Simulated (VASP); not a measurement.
Runs of VASP 6.6.1 on Ti. The structure is that of space group P6_3/mmc (No. 194), or close to it. The cells are those of the table. 

```tsv
level	cell	k mesh	cutoff (eV)	smearing	gap on the mesh (eV)	pressure (GPa)
PBE	a = 2.938, b = 2.938, c = 4.651 Å, angles 90.0, 90.0, 120.0°, 2 atoms	12 × 12 × 8	520	gaussian 0.1 eV	none	-0.2
PBE	a = 3.027, b = 3.027, c = 4.567 Å, angles 90.0, 90.0, 120.0°, 2 atoms	24 × 24 × 12	520	gaussian 0.1 eV	none	-4.5
PBE	a = 2.938, b = 2.938, c = 4.651 Å, angles 90.0, 90.0, 120.0°, 2 atoms	24 × 24 × 14	520	gaussian 0.15 eV	none	-0.6
PBE	a = 2.850, b = 2.850, c = 4.808 Å, angles 90.0, 90.0, 120.0°, 2 atoms	18 × 18 × 10	520	gaussian 0.1 eV	none	(b)
PBE	a = 2.950, b = 2.950, c = 4.686 Å, angles 90.0, 90.0, 120.0°, 2 atoms	9 × 9 × 4	520	gaussian 0.1 eV	none	-2.1
PBE	a = 3.069, b = 3.069, c = 4.454 Å, angles 90.0, 90.0, 120.0°, 2 atoms	18 × 18 × 10	500	gaussian 0.1 eV	none	-4.4
r2SCAN	a = 2.797, b = 2.797, c = 4.865 Å, angles 90.0, 90.0, 120.0°, 2 atoms	18 × 18 × 10	520	gaussian 0.1 eV	none	(a)
PBE	a = 3.014, b = 3.014, c = 4.652 Å, angles 90.0, 90.0, 119.8°, 2 atoms	14 × 14 × 8	520	gaussian 0.1 eV	none	(d)
PBE	a = 2.938, b = 2.938, c = 4.651 Å, angles 90.0, 90.0, 120.0°, 2 atoms	18 × 18 × 10	520	gaussian 0.1 eV	none	-0.7
PBE	a = 2.938, b = 4.651 Å, angles 90.0, 60.0, 90.0°, 2 atoms	12 × 8 × 13	520	gaussian 0.1 eV	none	-0.3
PBE	a = 3.040, b = 3.040, c = 4.407 Å, angles 90.0, 90.0, 120.0°, 2 atoms	15 × 15 × 8	520	gaussian 0.1 eV	none	(c)
```

Alike in all rows: task single point; potentials or basis VASP PAW PBE potentials, release 64 (Ti_sv); no spin polarisation.

**Question.** Estimate the missing entries.

**Answer.** (a) 6.6; (b) 2.9; (c) -1.5; (d) -5.7.

Caveats: the PAW data sets were made with another functional, which shifts forces and pressure a little (some runs).

A gap of «none» marks levels without a gap at the run's occupations.
